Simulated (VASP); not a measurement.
Nb:

```
CELL_PARAMETERS angstrom
0.00000 2.11500 2.11500
2.11500 0.00000 2.11500
2.11500 2.11500 0.00000
ATOMIC_POSITIONS crystal
Nb 0.00000 0.00000 0.00000
```

* Program: VASP 6.6.1
* Task: relaxation of cell and atoms
* Functional: revPBE
* Dispersion: D3(BJ)
* Potentials or basis: VASP PAW PBE potentials, release 64 (Nb_sv)
* Cutoff: 600 eV
* k mesh: 11 × 11 × 11
* Occupations: fermi-dirac, width 0.05 eV
* Spin: no spin polarisation

At the start: pressure -11.6 GPa; volume 18.92 Å³/atom.

Task: How do energy, volume and symmetry change on relaxing?

Result: Over 6 steps the energy falls by 51.8 meV/atom and the volume is 17.57 Å³/atom (-7.1 %); space group Fm-3m (No. 225, to 0.05 Å).

Step by step:
```tsv
step	energy change (eV)	largest force (eV/Å)	pressure (GPa)	volume (Å³)
1	0.0000	0.0000	-11.62	18.92
2	0.1327	0.0000	30.17	15.41
3	-0.0518	0.0000	-0.17	17.63
4	-0.0518	0.0000	-0.32	17.60
5	-0.0092	0.0000	12.80	16.48
6	-0.0518	0.0000	0.07	17.57
```

Final structure:
```
Nb
1.0
     0.00000    2.06354    2.06354
     2.06354    0.00000    2.06354
     2.06354    2.06354    0.00000
Nb
1
Direct
  0.00000 0.00000 0.00000
```

Caveat: the PAW data sets were made with another functional, which shifts forces and pressure a little; pairwise dispersion overbinds metals, which lowers pressure and volume.
